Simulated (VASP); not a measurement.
A run of VASP 6.6.1 is set up as follows.

The input INCAR:

```
ALGO = Fast ; EDIFF = 1E-6
ENCUT = 520 ; GGA = PS
ISIF = 2 ; ISMEAR = 0
LASPH = True ; LCHARG = True
LELF = True ; LREAL = False
LVHAR = True ; LWAVE = False
NBANDS = 13 ; NELM = 60
PREC = Accurate ; SIGMA = 0.15
```

Contents of KPOINTS:

```
k-points
0
Gamma
  20 20 20
```

Contents of POSCAR:

```
W
1.0
    0.0000000000      2.0300000000      2.0503000000
    2.0300000000      0.0000000000      2.0503000000
    2.0300000000      2.0300000000      0.0000000000
W
1
Direct
    0.0000000000      0.0000000000      0.0000000000
```

Potentials or basis: VASP PAW PBE potentials, release 64 (W_sv).

The run is started by

```console
$ cat potpaw_PBE.64/W_sv/POTCAR > POTCAR
$ mpirun -np 1 vasp_std > vasp.out
```

(1) What does it give for the band gap on the k mesh?

(2) Predict the pressure.

Results:

(1) zero (bands 7 and 8 overlap by 3.46 eV).

(2) -14.6 GPa.

Caveat: the cell differs from its parent crystal (strain +0.0100 x Voigt [0, 0, 1, 0, 0, 0]); the cell stands under tension; the PAW data sets were made with another functional, which shifts forces and pressure a little; spin-orbit coupling is left out, which moves the levels of the heavy elements.
